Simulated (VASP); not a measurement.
# KTaO3 (Pm-3m) in VASP: a series of runs

Runs on KTaO3. Level: PBE. Tasks: single point.

All numbers are computed with VASP 6.6.1; they aren't measurements. Logs are shortened: lines on timing, memory, paths and dates and some standing lists are left out, and cuts for length are marked.

### 1 The cell of the first run

The structure is cubic, space group Pm-3m (No. 221). Conventional cell: a = 3.988 Å, b = 3.988 Å, c = 3.988 Å, α = 90.00°, β = 90.00°, γ = 90.00°. Within 2.6 Å of Ta (site symmetry m-3m) lie 6 O at 1.99 Å. Within 3.7 Å of K (site symmetry m-3m) lie 12 O at 2.82 Å and 8 Ta at 3.45 Å. Within 2.6 Å of O (site symmetry 4/mmm) lie 2 Ta at 1.99 Å.

### 2 Single point, PBE

INCAR reads:

```
PREC = Accurate ; ENCUT = 520
EDIFF = 1E-7 ; ISMEAR = 0
SIGMA = 0.014 ; LREAL = F
LASPH = T ; NELM = 100
ALGO = Normal ; ISIF = 2
LWAVE = F ; LCHARG = F
GGA = PE ; NBANDS = 27
```

KPOINTS reads:

```
Automatic mesh
0
Gamma
  7 7 7
```

POSCAR reads:

```
KTaO3
1.0
    3.9883000000      0.0000000000      0.0000000000
    0.0000000000      3.9883000000      0.0000000000
    0.0000000000      0.0000000000      3.9883000000
Ta K O
1 1 3
Direct
    0.0000000000      0.0000000000      0.0000000000
    0.5000000000      0.5000000000      0.5000000000
    0.0000000000      0.0000000000      0.5000000000
    0.0000000000      0.5000000000      0.0000000000
    0.5000000000      0.0000000000      0.0000000000
```

Potentials or basis: VASP PAW PBE potentials, release 64 (Ta_pv, K_sv, O).

Run with:

```bash
$ cat potpaw_PBE.64/Ta_pv/POTCAR potpaw_PBE.64/K_sv/POTCAR potpaw_PBE.64/O/POTCAR > POTCAR
$ mpirun -np 1 vasp_std > vasp.out
```

OUTCAR:

```text
PREC = Accurate
   ENCUT = 520
   EDIFF = 1E-7
   ISMEAR = 0
   LREAL = F
   LASPH = T
   NELM = 100
   ISIF = 2
   GGA = PE

 ion  position               nearest neighbor table
   1  0.000  0.000  0.000-   3 1.99   4 1.99   5 1.99   3 1.99   4 1.99   5 1.99   2 3.45   2 3.45
                             2 3.45   2 3.45   2 3.45   2 3.45   2 3.45   2 3.45
   2  0.500  0.500  0.500-   3 2.82   4 2.82   5 2.82   4 2.82   5 2.82   3 2.82   5 2.82   5 2.82
                             3 2.82   4 2.82   4 2.82   3 2.82   1 3.45   1 3.45   1 3.45   1 3.45
   3  0.000  0.000  0.500-   1 1.99   1 1.99   2 2.82   2 2.82   2 2.82   2 2.82
   4  0.000  0.500  0.000-   1 1.99   1 1.99   2 2.82   2 2.82   2 2.82   2 2.82
   5  0.500  0.000  0.000-   1 1.99   1 1.99   2 2.82   2 2.82   2 2.82   2 2.82

  LATTYP: Found a simple cubic cell.
 ALAT       =     3.9883000000

  Lattice vectors:

 A1 = (   3.9883000000,   0.0000000000,   0.0000000000)
 A2 = (   0.0000000000,   3.9883000000,   0.0000000000)
 A3 = (   0.0000000000,   0.0000000000,   3.9883000000)

Analysis of symmetry for initial positions (statically):
=====================================================================
 Subroutine PRICEL returns:
 Original cell was already a primitive cell.

 Routine SETGRP: Setting up the symmetry group for a
 simple cubic supercell.

 Subroutine GETGRP returns: Found 48 space group operations
 (whereof 48 operations were pure point group operations)
 out of a pool of 48 trial point group operations.

The static configuration has the point symmetry O_h .

Analysis of symmetry for dynamics (positions and initial velocities):
=====================================================================
 Subroutine PRICEL returns:
 Original cell was already a primitive cell.

 Routine SETGRP: Setting up the symmetry group for a
 simple cubic supercell.

 Subroutine GETGRP returns: Found 48 space group operations
 (whereof 48 operations were pure point group operations)
 out of a pool of 48 trial point group operations.

The dynamic configuration has the point symmetry O_h .

 Subroutine INISYM returns: Found 48 space group operations
 (whereof 48 operations are pure point group operations),
 and found     1 'primitive' translations

----------------------------------------------------------------------------------------

                                     Primitive cell

  volume of cell :      63.4400

  direct lattice vectors                    reciprocal lattice vectors
     3.988300000  0.000000000  0.000000000     0.250733395  0.000000000  0.000000000
     0.000000000  3.988300000  0.000000000     0.000000000  0.250733395  0.000000000
     0.000000000  0.000000000  3.988300000     0.000000000  0.000000000  0.250733395

  length of vectors
     3.988300000  3.988300000  3.988300000     0.250733395  0.250733395  0.250733395

  position of ions in fractional coordinates (direct lattice)
     0.000000000  0.000000000  0.000000000
     0.500000000  0.500000000  0.500000000
     0.000000000  0.000000000  0.500000000
     0.000000000  0.500000000  0.000000000
     0.500000000  0.000000000  0.000000000

  ion indices of the primitive-cell ions
   primitive index   ion index
                 1           1
                 2           2
                 3           3
                 4           4
                 5           5

----------------------------------------------------------------------------------------

 KPOINTS: Automatic mesh

Automatic generation of k-mesh.
 Grid dimensions read from file:
 generate k-points for:    7    7    7

 Generating k-lattice:

  Cartesian coordinates                     Fractional coordinates (reciprocal lattice)
     0.035819056  0.000000000  0.000000000     0.142857143  0.000000000  0.000000000
     0.000000000  0.035819056  0.000000000     0.000000000  0.142857143  0.000000000
     0.000000000  0.000000000  0.035819056     0.000000000  0.000000000  0.142857143

  Length of vectors
     0.035819056  0.035819056  0.035819056

  Shift w.r.t. Gamma in fractional coordinates (k-lattice)
     0.000000000  0.000000000  0.000000000

 Subroutine IBZKPT returns following result:
 ===========================================

 Found     20 irreducible k-points:

 Following reciprocal coordinates:
            Coordinates               Weight
  0.000000  0.000000  0.000000      1.000000
  0.142857  0.000000  0.000000      6.000000
  0.285714  0.000000  0.000000      6.000000
  0.428571  0.000000  0.000000      6.000000
  0.142857  0.142857  0.000000     12.000000
  0.285714  0.142857  0.000000     24.000000
[... 12 lines left out ...]
  0.428571  0.428571  0.285714     24.000000
  0.428571  0.428571  0.428571      8.000000
   k-points           NKPTS =     20   k-points in BZ     NKDIM =     20   number of bands    NBANDS=     27
   number of dos      NEDOS =    301   number of ions     NIONS =      5
   total plane-waves  NPLWV =  27000
   dimension x,y,z NGX =    30 NGY =   30 NGZ =   30
   dimension x,y,z NGXF=    60 NGYF=   60 NGZF=   60
   ions per type =               1   1   3
   NGX,Y,Z   is equivalent  to a cutoff of  12.51, 12.51, 12.51 a.u.
   NGXF,Y,Z  is equivalent  to a cutoff of  25.01, 25.01, 25.01 a.u.
 SYSTEM =  unknown system
   PREC   = accura    normal or accurate (medium, high low for compatibility)
   ISTART =      0    job   : 0-new  1-cont  2-samecut
   ICHARG =      2    charge: 1-file 2-atom 10-const
   ISPIN  =      1    spin polarized calculation?
   LNONCOLLINEAR =      F non collinear calculations
   LSORBIT =      F    spin-orbit coupling
   LASPH  =      T    aspherical Exc in radial PAW
   ENCUT  =  520.0 eV  38.22 Ry    6.18 a.u.   7.42  7.42  7.42*2*pi/ulx,y,z
   NELM   =    100;   NELMIN=  2; NELMDL= -5     # of ELM steps
   EDIFF  = 0.1E-06   stopping-criterion for ELM
   LREAL  =      F    real-space projection
   EDIFFG = 0.1E-05   stopping-criterion for IOM
   NSW    =      0    number of steps for IOM
   IBRION =     -1    ionic relax: 0-MD 1-quasi-New 2-CG
   NFREE  =      0    steps in history (QN), initial steepest desc. (CG)
   ISIF   =      2    stress and relaxation
   ISYM   =      2    0-nonsym 1-usesym 2-fastsym
   POTIM  = 0.5000    time-step for ionic-motion
   TEBEG  =    0.0;   TEEND  =   0.0 temperature during run
   PSTRESS=    0.0 pullay stress
   NELECT =      38.0000    total number of electrons
   NUPDOWN=      -1.0000    fix difference up-down
   EMIN   =  10.00;   EMAX   =-10.00  energy-range for DOS
   EFERMI =   0.00;   METHOD = LEGACY
   ISMEAR =     0;   SIGMA  =   0.01  broadening in eV -4-tet -1-fermi 0-gaus
   EFERMI_NEDOS =   21; number of points for ismear=-14 and -15
   IALGO  =     38    algorithm
   IMIX   =      4    mixing-type and parameters
     AMIX     =   0.40;   BMIX     =  1.00
     AMIX_MAG =   1.60;   BMIX_MAG =  1.00
  volume/ion in A,a.u.               =      12.69        85.62
  Fermi-wavevector in a.u.,A,eV,Ry     =   1.380008  2.607837 25.911228  1.904422
  Thomas-Fermi vector in A             =   2.504925
   LORBIT       =      0    0 simple, 1 ext, 2 COOP (PROOUT), +10 PAW based schemes
   GGA     = PE    functional components
   LHFCALC =     F    Hartree Fock is set to
   AEXX    =    0.0000 exact exchange contribution
   IVDW    =     0    specifies the selected vdW correction
   LEPSILON=     F    determine dielectric tensor
   LRPA    =     F    only Hartree local field effects (RPA)
 non-spin polarized calculation
 Gauss-broadening in eV      SIGMA  =   0.01
  energy-cutoff  :      520.00
  volume of cell :       63.44
 maximum number of plane-waves:      1743
 NGX is ok and might be reduce to    30
   NGX = 15   NGY = 15   NGZ = 15

 number of electron      37.9999976 magnetization

 Free energy of the ion-electron system (eV)
  ---------------------------------------------------
  ext. energy  EPLUGINS =         0.00000000
  ---------------------------------------------------
  free energy    TOTEN  =       -41.02984217 eV

  energy without entropy =      -41.02984217  energy(sigma->0) =      -41.02984217

 E-fermi :   1.9073     XC(G=0): -10.8738

 val. band max:        1.7437599943   @ k =   0.4286   0.4286   0.4286
 cond. band min:       3.9781166349   @ k =   0.0000   0.0000   0.0000
 fundamental gap:      2.2343566406
 Fermi energy:         1.9072538616

 k-point     1 :       0.0000    0.0000    0.0000
  band No.  band energies     occupation
      1     -32.3214      2.00000
      2     -32.3214      2.00000
      3     -32.3214      2.00000
      4     -25.5206      2.00000
      5     -15.7496      2.00000
      6     -15.0432      2.00000
[... 19 lines left out ...]
     26       9.8658      0.00000
     27       9.8658      0.00000

 k-point     2 :       0.1429    0.0000    0.0000
  band No.  band energies     occupation
      1     -32.3387      2.00000
      2     -32.3207      2.00000
      3     -32.3207      2.00000
      4     -25.5154      2.00000
      5     -15.6938      2.00000
      6     -15.0387      2.00000
[... 19 lines left out ...]
     26      10.1205      0.00000
     27      10.1711      0.00000

 k-point     3 :       0.2857    0.0000    0.0000
  band No.  band energies     occupation
      1     -32.3771      2.00000
      2     -32.3192      2.00000
      3     -32.3192      2.00000
      4     -25.5036      2.00000
      5     -15.6429      2.00000
      6     -15.0290      2.00000
[... 19 lines left out ...]
     26      10.7209      0.00000
     27      11.3314      0.00000

 k-point     4 :       0.4286    0.0000    0.0000
  band No.  band energies     occupation
      1     -32.4076      2.00000
      2     -32.3181      2.00000
      3     -32.3181      2.00000
      4     -25.4941      2.00000
      5     -15.6436      2.00000
      6     -15.0210      2.00000
[... 19 lines left out ...]
     26      11.2378      0.00000
     27      12.3083      0.00000
[... 396 lines left out ...]
      4     -25.4758      2.00000
      5     -14.7855      2.00000
      6     -14.4983      2.00000
[... 19 lines left out ...]
     26      12.4456      0.00000
     27      12.7027      0.00000

 k-point    19 :       0.4286    0.4286    0.2857
  band No.  band energies     occupation
      1     -32.4010      2.00000
      2     -32.4009      2.00000
      3     -32.3696      2.00000
      4     -25.4706      2.00000
      5     -14.6299      2.00000
      6     -14.2175      2.00000
[... 19 lines left out ...]
     26      12.9073      0.00000
     27      12.9990      0.00000

 k-point    20 :       0.4286    0.4286    0.4286
  band No.  band energies     occupation
      1     -32.3997      2.00000
      2     -32.3995      2.00000
      3     -32.3995      2.00000
      4     -25.4654      2.00000
      5     -14.2269      2.00000
      6     -14.1673      2.00000
[... 19 lines left out ...]
     26      12.8802      0.00000
     27      13.7818      0.00000

------------------------ aborting loop because EDIFF is reached ----------------------------------------

  FORCE on cell =-STRESS in cart. coord.  units (eV):
  Direction    XX          YY          ZZ          XY          YZ          ZX
  --------------------------------------------------------------------------------------
  -------------------------------------------------------------------------------------
  Total        2.4083503      2.4083503      2.4083503     -0.0000000     -0.0000000      0.0000000
  in kB       60.8228521     60.8228521     60.8228521     -0.0000000     -0.0000000      0.0000000
  external PRESSURE =      60.8228521 kB  Pullay stress =       0.0000000 kB

 VOLUME and BASIS-vectors are now :
 -----------------------------------------------------------------------------
  energy-cutoff  :      520.00
  volume of cell :       63.44
      direct lattice vectors                 reciprocal lattice vectors
     3.988300000  0.000000000  0.000000000     0.250733395  0.000000000  0.000000000
     0.000000000  3.988300000  0.000000000     0.000000000  0.250733395  0.000000000
     0.000000000  0.000000000  3.988300000     0.000000000  0.000000000  0.250733395

 POSITION                                       TOTAL-FORCE (eV/Angst)
 -----------------------------------------------------------------------------------
      0.00000      0.00000      0.00000         0.000000      0.000000      0.000000
      1.99415      1.99415      1.99415         0.000000      0.000000      0.000000
      0.00000      0.00000      1.99415         0.000000      0.000000      0.000000
      0.00000      1.99415      0.00000         0.000000      0.000000      0.000000
      1.99415      0.00000      0.00000         0.000000      0.000000      0.000000
 -----------------------------------------------------------------------------------
    total drift:                                0.000000     -0.000000      0.000000

  FREE ENERGIE OF THE ION-ELECTRON SYSTEM (eV)
  ---------------------------------------------------
  free  energy   TOTEN  =       -41.0298421658 eV

  energy  without entropy=      -41.0298421658  energy(sigma->0) =      -41.02984217
```

Run time: 31 s. Hardware: 1 thread of Intel Xeon Platinum 8488C (Sapphire Rapids), shared host; peak memory 0.19 GiB.

Results:

* Free energy: -41.0298 eV
* Pressure: 6.1 GPa
* Band gap on the k mesh: 2.23 eV, indirect (least direct gap 2.80 eV)

Caveat: spin-orbit coupling is left out, which moves the levels of the heavy elements. A k mesh can miss the band edges.

### 3 Single point, PBE

INCAR reads:

```
ALGO = Normal ; EDIFF = 1E-6
ENCUT = 520 ; GGA = PE
ISIF = 2 ; ISMEAR = 0
LASPH = T ; LCHARG = F
LREAL = F ; LWAVE = F
NBANDS = 27 ; NELM = 60
PREC = Accurate ; SIGMA = 0.011
```

KPOINTS reads:

```
k-points
0
Gamma
  7 7 7
```

POSCAR is that of step 2.

Potentials or basis: VASP PAW PBE potentials, release 64 (Ta_pv, K_sv, O).

Run with:

```bash
$ cat potpaw_PBE.64/Ta_pv/POTCAR potpaw_PBE.64/K_sv/POTCAR potpaw_PBE.64/O/POTCAR > POTCAR
$ mpirun -np 1 vasp_std > vasp.out
```

Wall time 28 s (1 thread of Intel Xeon Platinum 8488C (Sapphire Rapids), shared host); peak memory 0.18 GiB.

It converged, with:

```
Free energy            : -41.0298 eV
Pressure               : 6.1 GPa
Band gap on the k mesh : 2.23 eV, indirect (least direct gap 2.80 eV)
```

Levels at points of the mesh, in eV from the valence-band top:
| k point | band 16 | band 17 | band 18 | band 19 | band 20 | band 21 | band 22 | band 23 |
| --- | --- | --- | --- | --- | --- | --- | --- | --- |
| (0.00, 0.00, 0.00) | -1.00 | -0.56 | -0.56 | -0.56 | 2.23 | 2.23 | 2.23 | 6.68 |

Caveat: spin-orbit coupling is left out, which moves the levels of the heavy elements. A k mesh can miss the band edges.

### 4 Single point, PBE

INCAR reads:

```
SYSTEM = KTaO3
  PREC = Accurate
  ENCUT = 520
  EDIFF = 1E-6
  ISMEAR = -1
  SIGMA = 0.05
  LREAL = .FALSE.
  LASPH = .TRUE.
  NELM = 80
  ALGO = Normal
  ISIF = 2
  LWAVE = .FALSE.
  LCHARG = .FALSE.
  GGA = PE
  NBANDS = 27
```

KPOINTS reads:

```
Automatic mesh
0
G
  7 7 7
  0 0 0
```

POSCAR is that of step 3.

Run with:

```bash
$ cat potpaw_PBE.64/Ta_pv/POTCAR potpaw_PBE.64/K_sv/POTCAR potpaw_PBE.64/O/POTCAR > POTCAR
$ mpirun -np 1 vasp_std > vasp.out
```

Run time: 33 s. Hardware: 1 thread of Intel Xeon Platinum 8488C (Sapphire Rapids), shared host; peak memory 0.18 GiB.

The run converged. Its results:

| Property | Result |
| --- | --- |
| Free energy | -41.0298 eV |
| Pressure | 6.1 GPa |
| Band gap on the k mesh | 2.23 eV, indirect (least direct gap 2.80 eV) |

Levels at points of the mesh, in eV from the valence-band top:
| k point | band 16 | band 17 | band 18 | band 19 | band 20 | band 21 | band 22 | band 23 |
| --- | --- | --- | --- | --- | --- | --- | --- | --- |
| (0.00, 0.00, 0.00) | -1.00 | -0.56 | -0.56 | -0.56 | 2.23 | 2.23 | 2.23 | 6.68 |

Caveat: spin-orbit coupling is left out, which moves the levels of the heavy elements. Expect the measured gap to be larger: semilocal functionals such as PBE lack the derivative discontinuity.

### 5 The runs side by side

| smearing | gap on the mesh (eV) | pressure (GPa) |
| --- | --- | --- |
| gaussian 0.014 eV | 2.23 | 6.1 |
| gaussian 0.011 eV | 2.23 | 6.1 |
| fermi-dirac 0.05 eV | 2.23 | 6.1 |

Alike in all rows: task single point; level PBE; potentials or basis VASP PAW PBE potentials, release 64 (Ta_pv, K_sv, O); no spin polarisation; cell as given; k mesh 7 × 7 × 7; cutoff (eV) 520.

On the cell as given the gap runs from 2.23 eV (PBE) to 2.23 eV (PBE).

Caveats: spin-orbit coupling is left out, which moves the levels of the heavy elements.

Total energies depend on the potentials used, so only differences within one code and one set of settings carry meaning.
